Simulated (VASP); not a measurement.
## CuAs: single point with LDA

CuAs:

```xyz
4
Lattice="4.0443 0.0000 0.0000 -2.0221 3.5025 0.0000 0.0000 0.0000 4.5989" Properties=species:S:1:pos:R:3 pbc="T T T"
Cu    0.0000    0.0000    2.2995
Cu    0.0000    0.0000    0.0000
As    2.0222    1.1675    3.4492
As    0.0000    2.3350    1.1497
```

```json
{"Program": "VASP 6.6.1", "Task": "single point", "Functional": "LDA", "Potentials or basis": "VASP PAW LDA potentials, release 64 (Cu, As)", "Cutoff": "520 eV", "k mesh": "12 × 12 × 8", "Occupations": "gaussian, width 0.15 eV", "Spin": "no spin polarisation"}
```

```
Pressure               : -6.8 GPa
Band gap on the k mesh : zero (bands 16 and 17 overlap by 1.44 eV)
```

Stress tensor (GPa, compression positive):
```
-12.24   0.00   0.00
  0.00 -12.24   0.00
  0.00   0.00   3.95
```

Levels at points of the mesh, in eV from the Fermi level:
```tsv
k point	band 13	band 14	band 15	band 16	band 17	band 18	band 19	band 20
(0.00, 0.00, 0.00)	-1.03	-0.62	-0.62	0.66	0.66	2.00	2.21	2.76
(0.50, 0.00, 0.00)	-2.59	-2.51	-2.49	-2.49	0.51	2.58	3.08	4.82
(0.00, 0.00, 0.50)	-1.22	-1.22	0.62	0.62	0.62	0.62	3.91	3.91
(0.50, 0.00, 0.50)	-3.07	-3.07	-0.77	-0.77	0.12	0.12	5.18	5.18
```

It took 3.7 min on 1 thread of AMD EPYC 7R43 64-Core Processor (Zen 3), on a shared host, peak memory 0.2 GiB.

Caveat: the cell stands under tension.
